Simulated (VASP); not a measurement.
A run of VASP 6.6.1 is set up as follows.

Contents of INCAR:

```
PREC = Accurate
ENCUT = 520
EDIFF = 1E-6
ISMEAR = -1
SIGMA = 0.1
LREAL = F
LASPH = T
NELM = 60
ALGO = Normal
ISIF = 2
LWAVE = F
LCHARG = F
GGA = PE
NBANDS = 12
```

File KPOINTS:

```
regular mesh
0
Gamma
  14 14 13
```

File POSCAR:

```
Cd
1.0
    2.4894060445      0.0000000000      0.0000000000
   -1.2447030223      2.1558888749      0.0000000000
    0.0000000000      0.0000000000      2.4465444910
Cd
1
Direct
    0.0000000000      0.0000000000      0.0000000000
```

Potentials or basis: VASP PAW PBE potentials, release 64 (Cd).

The run is started by

```console
$ cat potpaw_PBE.64/Cd/POTCAR > POTCAR
$ mpirun -np 1 vasp_std > vasp.out
```

(1) Predict the band gap on the k mesh.

(2) What does it give for the pressure?

Results:

(1) zero (band 6 reaches 12.11 eV, above the bottom of band 7 at 5.83 eV).

(2) 144.1 GPa.
